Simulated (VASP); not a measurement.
A run of VASP 6.6.1:

INCAR

```
ALGO = Normal
EDIFF = 1E-6
ENCUT = 520
GGA = RP
ISIF = 2
ISMEAR = -1
IVDW = 12
LASPH = T
LCHARG = T
LELF = T
LREAL = F
LVHAR = T
LWAVE = F
NBANDS = 15
NELM = 100
PREC = Accurate
SIGMA = 0.05
```

KPOINTS

```
k-points
0
Gamma
  11 11 11
```

POSCAR

```
TiC
1.0
    0.0000000000      2.0705162027      2.0705162027
    2.0705162027      0.0000000000      2.0705162027
    2.0705162027      2.0705162027      0.0000000000
Ti C
1 1
Direct
    0.0000000000      0.0000000000      0.0000000000
    0.5000000000      0.5000000000      0.5000000000
```

Potentials or basis: VASP PAW PBE potentials, release 64 (Ti_sv, C).

Command:

```console
$ cat potpaw_PBE.64/Ti_sv/POTCAR potpaw_PBE.64/C/POTCAR > POTCAR
$ mpirun -np 1 vasp_std > vasp.out
```

Hardware: 1 thread of AMD EPYC 7R43 64-Core Processor (Zen 3), on a shared host.

Q: How long does it take, and how much memory?

A: Wall time 21 s on 1 thread of AMD EPYC 7R43 64-Core Processor (Zen 3), on a shared host, peak memory 0.12 GiB. Counts: scf iterations 13, k points 56.
